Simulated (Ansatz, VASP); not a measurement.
**GaP in VASP and in Ansatz**

```xyz
2
Lattice="0.0000 2.7530 2.7530 2.7530 0.0000 2.7530 2.7530 2.7530 0.0000" Properties=species:S:1:pos:R:3 pbc="T T T"
Ga    0.0000    0.0000    0.0000
P     1.3765    1.3765    1.3765
```

Alike in both runs: functional PBE; k mesh 11 × 11 × 11; occupations fermi-dirac, width 0.02 eV; no spin polarisation.

Ansatz relaxed the structure, and its values are those at the end. VASP's run is a single point on that final structure, the one shown.

|  | VASP | Ansatz |
| --- | --- | --- |
| version | VASP 6.6.1 | Ansatz 0.2.0 |
| potentials or method | VASP PAW PBE potentials, release 64 (Ga_d, P) | PAW with Ansatz's default frozen-core files, scalar-relativistic |
| plane-wave cutoff (eV) | 500 | 420 |
| valence electrons in the cell | 18 | 18 |

Ansatz gave:

```
pressure (GPa) : 0.0
```

What did VASP give for the same quantities?

Pressure (GPa): -0.1.

With one functional, cell and mesh, what is left measures potentials, basis and numerics.
